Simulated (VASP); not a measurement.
Here is a VASP 6.6.1 calculation.

The input INCAR:

```
SYSTEM = Ti
ALGO = Normal
EDIFF = 1E-6
ENCUT = 520
GGA = PE
ISIF = 2
ISMEAR = 1
KPAR = 2
LASPH = .True.
LCHARG = .False.
LREAL = Auto
LWAVE = .False.
NBANDS = 240
NCORE = 2
NELM = 80
PREC = Accurate
SIGMA = 0.1
```

The input KPOINTS:

```
k-points
0
Gamma
  2 2 2
  0 0 0
```

Contents of POSCAR:

```
Ti
1.0
    8.8180724681      0.0000000867      0.0000000000
   -4.4090363091      7.6366747264      0.0000000000
    0.0000000000      0.0000000000      9.2970418656
Ti
36
Direct
    0.1111111111      0.2222222222      0.1250000000
    0.2222222222      0.1111111111      0.3750000000
    0.1111111111      0.2222222222      0.6250000000
    0.2222222222      0.1111111111      0.8750000000
    0.1111111111      0.5555555556      0.1250000000
    0.2222222222      0.4444444444      0.3750000000
    0.1111111111      0.5555555556      0.6250000000
    0.2222222222      0.4444444444      0.8750000000
    0.1111111111      0.8888888889      0.1250000000
    0.2222222222      0.7777777778      0.3750000000
    0.1111111111      0.8888888889      0.6250000000
    0.2222222222      0.7777777778      0.8750000000
    0.4444444444      0.2222222222      0.1250000000
    0.5555555556      0.1111111111      0.3750000000
    0.4444444444      0.2222222222      0.6250000000
    0.5555555556      0.1111111111      0.8750000000
    0.4444444444      0.5555555556      0.1250000000
    0.5555555556      0.4444444444      0.3750000000
    0.4444444444      0.5555555556      0.6250000000
    0.5555555556      0.4444444444      0.8750000000
    0.4444444444      0.8888888889      0.1250000000
    0.5555555556      0.7777777778      0.3750000000
    0.4444444444      0.8888888889      0.6250000000
    0.5555555556      0.7777777778      0.8750000000
    0.7777777778      0.2222222222      0.1250000000
    0.8888888889      0.1111111111      0.3750000000
    0.7777777778      0.2222222222      0.6250000000
    0.8888888889      0.1111111111      0.8750000000
    0.7777777778      0.5555555556      0.1250000000
    0.8888888889      0.4444444444      0.3750000000
    0.7777777778      0.5555555556      0.6250000000
    0.8888888889      0.4444444444      0.8750000000
    0.7777777778      0.8888888889      0.1250000000
    0.8888888889      0.7777777778      0.3750000000
    0.7777777778      0.8888888889      0.6250000000
    0.8888888889      0.7777777778      0.8750000000
```

Potentials or basis: VASP PAW PBE potentials, release 64 (Ti_sv).

Run with:

```bash
$ cat potpaw_PBE.64/Ti_sv/POTCAR > POTCAR
$ mpirun -np 4 vasp_std > vasp.out
```

(1) What does it give for the band gap on the k mesh?

(2) What does it give for the pressure?

Answers

(1) zero (bands 216 and 217 overlap by 0.06 eV).

(2) -0.4 GPa.

Caveat: the k points lie up to 0.41 Å⁻¹ apart.
